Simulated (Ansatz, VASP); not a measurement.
Ba2TeS in VASP and in Ansatz

```xyz
4
Lattice="4.7927 0.0000 0.0000 0.0000 4.7927 0.0000 0.0000 0.0000 6.7840" Properties=species:S:1:pos:R:3 pbc="T T T"
S     0.0000    0.0000    0.0000
Ba    0.0000    0.0000    3.3920
Ba    2.3963    2.3963    0.0000
Te    2.3963    2.3963    3.3920
```

Alike in both runs: task single point; functional PBE; k mesh 4 × 4 × 2; non-collinear spin, spin-orbit coupling.

|  | VASP | Ansatz |
| --- | --- | --- |
| version | VASP 6.6.1 | Ansatz 0.2.0 |
| potentials or method | VASP PAW PBE potentials, release 64 (S, Ba_sv, Te) | plane waves, PAW |
| plane-wave cutoff (eV) | 520 | 420 |
| occupations | gaussian, width 0.01 eV | fixed |
| valence electrons in the cell | 32 | 42 |

```tsv
	VASP	Ansatz	Ansatz less VASP
net moment per atom (μB)	0.00	0.00	0.000
```

VASP's potentials hold 32 valence electrons a cell and Ansatz's 42, so a difference there can come from the potentials and not from the codes. Ansatz's warnings: optics gap not shown off mesh.

The k mesh is coarse, so the values compare programs but aren't converged.
